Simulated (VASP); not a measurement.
# Nb (Pm-3n) in VASP: single point with PBEsol

Aim: the single point of Nb with PBEsol.

Everything below comes from runs of VASP 6.6.1. Logs are shortened: lines on timing, memory, paths and dates and some standing lists are left out, and cuts for length are marked.

## 1. The cell of the first run

It takes space group Pm-3n (No. 223, cubic). The conventional cell has a = 5.239 Å, b = 5.239 Å, c = 5.239 Å, α = 90.00°, β = 90.00°, γ = 90.00°. Nb (site symmetry m-3) has 12 Nb at 2.93 Å within 3.9 Å. Within 3.5 Å of Nb (site symmetry -4m2) lie 14 Nb at 2.62 to 3.21 Å.

## 2. Single point, PBEsol

Input file INCAR:

```
  PREC = Accurate
  ENCUT = 520
  EDIFF = 1E-7
  ISMEAR = -1
  SIGMA = 0.1
  LREAL = F
  LASPH = T
  NELM = 100
  ALGO = Normal
  ISIF = 2
  LWAVE = F
  LCHARG = T
  GGA = PS
  LELF = T
  LVHAR = T
  NBANDS = 62
```

Input file KPOINTS:

```
Automatic mesh
0
Gamma
  7 7 7
```

Input file POSCAR:

```
Nb
1.0
    5.2390584319      0.0000000000      0.0000000000
    0.0000000000      5.2390584319      0.0000000000
    0.0000000000      0.0000000000      5.2390584319
Nb
8
Direct
    0.0000000000      0.0000000000      0.0000000000
    0.5000000000      0.5000000000      0.5000000000
    0.2500000000      0.0000000000      0.5000000000
    0.7500000000      0.0000000000      0.5000000000
    0.5000000000      0.2500000000      0.0000000000
    0.5000000000      0.7500000000      0.0000000000
    0.0000000000      0.5000000000      0.2500000000
    0.0000000000      0.5000000000      0.7500000000
```

Potentials or basis: VASP PAW PBE potentials, release 64 (Nb_sv).

Command:

```bash
$ cat potpaw_PBE.64/Nb_sv/POTCAR > POTCAR
$ mpirun -np 1 vasp_std > vasp.out
```

OUTCAR:

```text
PREC = Accurate
   ENCUT = 520
   EDIFF = 1E-7
   ISMEAR = -1
   LREAL = F
   LASPH = T
   NELM = 100
   ISIF = 2
   GGA = PS

 ion  position               nearest neighbor table
   1  0.000  0.000  0.000-   3 2.93   4 2.93   5 2.93   6 2.93   7 2.93   8 2.93   3 2.93   4 2.93
                             7 2.93   8 2.93   5 2.93   6 2.93
   2  0.500  0.500  0.500-   3 2.93   4 2.93   5 2.93   6 2.93   7 2.93   8 2.93   5 2.93   6 2.93
                             3 2.93   4 2.93   7 2.93   8 2.93
   3  0.250  0.000  0.500-   4 2.62   4 2.62   1 2.93   1 2.93   2 2.93   2 2.93
   4  0.750  0.000  0.500-   3 2.62   3 2.62   1 2.93   1 2.93   2 2.93   2 2.93
   5  0.500  0.250  0.000-   6 2.62   6 2.62   1 2.93   2 2.93   2 2.93   1 2.93
   6  0.500  0.750  0.000-   5 2.62   5 2.62   1 2.93   2 2.93   2 2.93   1 2.93
   7  0.000  0.500  0.250-   8 2.62   8 2.62   1 2.93   2 2.93   1 2.93   2 2.93
   8  0.000  0.500  0.750-   7 2.62   7 2.62   1 2.93   2 2.93   1 2.93   2 2.93

  LATTYP: Found a simple cubic cell.
 ALAT       =     5.2390584319

  Lattice vectors:

 A1 = (   5.2390584319,   0.0000000000,   0.0000000000)
 A2 = (   0.0000000000,   5.2390584319,   0.0000000000)
 A3 = (   0.0000000000,   0.0000000000,   5.2390584319)

Analysis of symmetry for initial positions (statically):
=====================================================================
 Subroutine PRICEL returns:
 Original cell was already a primitive cell.

 Routine SETGRP: Setting up the symmetry group for a
 simple cubic supercell.

 Subroutine GETGRP returns: Found 48 space group operations
 (whereof 24 operations were pure point group operations)
 out of a pool of 48 trial point group operations.

The static configuration has the point symmetry T_h .
 The point group associated with its full space group is O_h .

Analysis of symmetry for dynamics (positions and initial velocities):
=====================================================================
 Subroutine PRICEL returns:
 Original cell was already a primitive cell.

 Routine SETGRP: Setting up the symmetry group for a
 simple cubic supercell.

 Subroutine GETGRP returns: Found 48 space group operations
 (whereof 24 operations were pure point group operations)
 out of a pool of 48 trial point group operations.

The dynamic configuration has the point symmetry T_h .
 The point group associated with its full space group is O_h .

 Subroutine INISYM returns: Found 48 space group operations
 (whereof 24 operations are pure point group operations),
 and found     1 'primitive' translations

----------------------------------------------------------------------------------------

                                     Primitive cell

  volume of cell :     143.8003

  direct lattice vectors                    reciprocal lattice vectors
     5.239058432  0.000000000  0.000000000     0.190873993  0.000000000  0.000000000
     0.000000000  5.239058432  0.000000000     0.000000000  0.190873993  0.000000000
     0.000000000  0.000000000  5.239058432     0.000000000  0.000000000  0.190873993

  length of vectors
     5.239058432  5.239058432  5.239058432     0.190873993  0.190873993  0.190873993

  position of ions in fractional coordinates (direct lattice)
     0.000000000  0.000000000  0.000000000
     0.500000000  0.500000000  0.500000000
     0.250000000  0.000000000  0.500000000
     0.750000000  0.000000000  0.500000000
     0.500000000  0.250000000  0.000000000
     0.500000000  0.750000000  0.000000000
     0.000000000  0.500000000  0.250000000
     0.000000000  0.500000000  0.750000000

  ion indices of the primitive-cell ions
   primitive index   ion index
                 1           1
                 2           2
                 3           3
                 4           4
                 5           5
                 6           6
                 7           7
                 8           8

----------------------------------------------------------------------------------------

 KPOINTS: Automatic mesh

Automatic generation of k-mesh.
 Grid dimensions read from file:
 generate k-points for:    7    7    7

 Generating k-lattice:

  Cartesian coordinates                     Fractional coordinates (reciprocal lattice)
     0.027267713  0.000000000  0.000000000     0.142857143  0.000000000  0.000000000
     0.000000000  0.027267713  0.000000000     0.000000000  0.142857143  0.000000000
     0.000000000  0.000000000  0.027267713     0.000000000  0.000000000  0.142857143

  Length of vectors
     0.027267713  0.027267713  0.027267713

  Shift w.r.t. Gamma in fractional coordinates (k-lattice)
     0.000000000  0.000000000  0.000000000

 Subroutine IBZKPT returns following result:
 ===========================================

 Found     20 irreducible k-points:

 Following reciprocal coordinates:
            Coordinates               Weight
  0.000000  0.000000  0.000000      1.000000
  0.142857  0.000000  0.000000      6.000000
  0.285714  0.000000  0.000000      6.000000
  0.428571  0.000000  0.000000      6.000000
  0.142857  0.142857  0.000000     12.000000
  0.285714  0.142857  0.000000     24.000000
[... 12 lines left out ...]
  0.428571  0.428571  0.285714     24.000000
  0.428571  0.428571  0.428571      8.000000
   k-points           NKPTS =     20   k-points in BZ     NKDIM =     20   number of bands    NBANDS=     62
   number of dos      NEDOS =    301   number of ions     NIONS =      8
   total plane-waves  NPLWV =  64000
   dimension x,y,z NGX =    40 NGY =   40 NGZ =   40
   dimension x,y,z NGXF=    80 NGYF=   80 NGZF=   80
   ions per type =               8
   NGX,Y,Z   is equivalent  to a cutoff of  12.69, 12.69, 12.69 a.u.
   NGXF,Y,Z  is equivalent  to a cutoff of  25.39, 25.39, 25.39 a.u.
 SYSTEM =  unknown system
   PREC   = accura    normal or accurate (medium, high low for compatibility)
   ISTART =      0    job   : 0-new  1-cont  2-samecut
   ICHARG =      2    charge: 1-file 2-atom 10-const
   ISPIN  =      1    spin polarized calculation?
   LNONCOLLINEAR =      F non collinear calculations
   LSORBIT =      F    spin-orbit coupling
   LASPH  =      T    aspherical Exc in radial PAW
   ENCUT  =  520.0 eV  38.22 Ry    6.18 a.u.   9.74  9.74  9.74*2*pi/ulx,y,z
   NELM   =    100;   NELMIN=  2; NELMDL= -5     # of ELM steps
   EDIFF  = 0.1E-06   stopping-criterion for ELM
   LREAL  =      F    real-space projection
   EDIFFG = 0.1E-05   stopping-criterion for IOM
   NSW    =      0    number of steps for IOM
   IBRION =     -1    ionic relax: 0-MD 1-quasi-New 2-CG
   NFREE  =      0    steps in history (QN), initial steepest desc. (CG)
   ISIF   =      2    stress and relaxation
   ISYM   =      2    0-nonsym 1-usesym 2-fastsym
   POTIM  = 0.5000    time-step for ionic-motion
   TEBEG  =    0.0;   TEEND  =   0.0 temperature during run
   PSTRESS=    0.0 pullay stress
   NELECT =     104.0000    total number of electrons
   NUPDOWN=      -1.0000    fix difference up-down
   EMIN   =  10.00;   EMAX   =-10.00  energy-range for DOS
   EFERMI =   0.00;   METHOD = LEGACY
   ISMEAR =    -1;   SIGMA  =   0.10  broadening in eV -4-tet -1-fermi 0-gaus
   EFERMI_NEDOS =   21; number of points for ismear=-14 and -15
   IALGO  =     38    algorithm
   IMIX   =      4    mixing-type and parameters
     AMIX     =   0.40;   BMIX     =  1.00
     AMIX_MAG =   1.60;   BMIX_MAG =  1.00
  volume/ion in A,a.u.               =      17.98       121.30
  Fermi-wavevector in a.u.,A,eV,Ry     =   1.469488  2.776930 29.380351  2.159395
  Thomas-Fermi vector in A             =   2.584859
   LORBIT       =      0    0 simple, 1 ext, 2 COOP (PROOUT), +10 PAW based schemes
   GGA     = PS    functional components
   LHFCALC =     F    Hartree Fock is set to
   AEXX    =    0.0000 exact exchange contribution
   IVDW    =     0    specifies the selected vdW correction
   LEPSILON=     F    determine dielectric tensor
   LRPA    =     F    only Hartree local field effects (RPA)
 non-spin polarized calculation
  energy-cutoff  :      520.00
  volume of cell :      143.80
 maximum number of plane-waves:      3888
 NGX is ok and might be reduce to    40
   NGX = 19   NGY = 19   NGZ = 19

 number of electron     104.0000023 magnetization

 Free energy of the ion-electron system (eV)
  ---------------------------------------------------
  ext. energy  EPLUGINS =         0.00000000
  ---------------------------------------------------
  free energy    TOTEN  =       -86.88692035 eV

  energy without entropy =      -86.51882094  energy(sigma->0) =      -86.70287064

 E-fermi :  11.1564     XC(G=0): -12.6324

 val. band max:       11.1554335654   @ k =   0.1429   0.1429   0.0000
 cond. band min:      11.1670989114   @ k =   0.2857   0.2857   0.0000
 fundamental gap:      0.0116653460
 Fermi energy:        11.1563549472

 k-point     1 :       0.0000    0.0000    0.0000
  band No.  band energies     occupation
      1     -43.2650      2.00000
      2     -43.1135      2.00000
      3     -43.1135      2.00000
      4     -42.9884      2.00000
      5     -42.9170      2.00000
      6     -42.8693      2.00000
[... 54 lines left out ...]
     61      13.7334      0.00000
     62      13.7818      0.00000

 k-point     2 :       0.1429    0.0000    0.0000
  band No.  band energies     occupation
      1     -43.2550      2.00000
      2     -43.1169      2.00000
      3     -43.1048      2.00000
      4     -42.9912      2.00000
      5     -42.9202      2.00000
      6     -42.8797      2.00000
[... 54 lines left out ...]
     61      13.6480      0.00000
     62      13.8478      0.00000

 k-point     3 :       0.2857    0.0000    0.0000
  band No.  band energies     occupation
      1     -43.2279      2.00000
      2     -43.1298      2.00000
      3     -43.0801      2.00000
      4     -42.9984      2.00000
      5     -42.9282      2.00000
      6     -42.9059      2.00000
[... 1094 lines left out ...]
     61      13.9550      0.00000
     62      14.0822      0.00000

 k-point    20 :       0.4286    0.4286    0.4286
  band No.  band energies     occupation
      1     -43.0544      2.00000
      2     -43.0343      2.00000
      3     -43.0343      2.00000
      4     -43.0021      2.00000
      5     -42.9797      2.00000
      6     -42.9790      2.00000
[... 54 lines left out ...]
     61      14.0875      0.00000
     62      14.1598      0.00000

------------------------ aborting loop because EDIFF is reached ----------------------------------------

  FORCE on cell =-STRESS in cart. coord.  units (eV):
  Direction    XX          YY          ZZ          XY          YZ          ZX
  --------------------------------------------------------------------------------------
  -------------------------------------------------------------------------------------
  Total       -0.3060087     -0.3060087     -0.3060087      0.0000000      0.0000000     -0.0000000
  in kB       -3.4094519     -3.4094519     -3.4094519      0.0000000      0.0000000     -0.0000000
  external PRESSURE =      -3.4094519 kB  Pullay stress =       0.0000000 kB

 VOLUME and BASIS-vectors are now :
 -----------------------------------------------------------------------------
  energy-cutoff  :      520.00
  volume of cell :      143.80
      direct lattice vectors                 reciprocal lattice vectors
     5.239058432  0.000000000  0.000000000     0.190873993  0.000000000  0.000000000
     0.000000000  5.239058432  0.000000000     0.000000000  0.190873993  0.000000000
     0.000000000  0.000000000  5.239058432     0.000000000  0.000000000  0.190873993

 POSITION                                       TOTAL-FORCE (eV/Angst)
 -----------------------------------------------------------------------------------
      0.00000      0.00000      0.00000        -0.000000     -0.000000     -0.000000
      2.61953      2.61953      2.61953        -0.000000     -0.000000     -0.000000
      1.30976      0.00000      2.61953        -0.000000     -0.000000     -0.000000
      3.92929      0.00000      2.61953         0.000000      0.000000      0.000000
      2.61953      1.30976      0.00000         0.000000     -0.000000      0.000000
      2.61953      3.92929      0.00000        -0.000000     -0.000000     -0.000000
      0.00000      2.61953      1.30976         0.000000     -0.000000     -0.000000
      0.00000      2.61953      3.92929        -0.000000      0.000000     -0.000000
 -----------------------------------------------------------------------------------
    total drift:                                0.000000     -0.000000      0.000000

  FREE ENERGIE OF THE ION-ELECTRON SYSTEM (eV)
  ---------------------------------------------------
  free  energy   TOTEN  =       -86.8869203455 eV

  energy  without entropy=      -86.5188209374  energy(sigma->0) =      -86.70287064
```

Run time: 3.5 min. Hardware: 1 thread of AMD EPYC 7R13 (Zen 3), shared host; peak memory 0.26 GiB.

What came out:

```yaml
Free_energy: -86.8869 eV
Pressure: -0.3 GPa
Band_gap_on_the_k_mesh: zero (band 52 reaches 11.26 eV, above the bottom of band 53 at 10.84 eV)
```

Levels at points of the mesh, in eV from the Fermi level:
| k point | band 48 | band 49 | band 50 | band 51 | band 52 | band 53 | band 54 | band 55 | band 56 | band 57 |
| --- | --- | --- | --- | --- | --- | --- | --- | --- | --- | --- |
| (0.00, 0.00, 0.00) | -0.68 | -0.68 | -0.24 | -0.24 | -0.24 | -0.19 | -0.19 | 0.57 | 0.57 | 0.57 |

Caveat: the PAW data sets were made with another functional, which shifts forces and pressure a little.
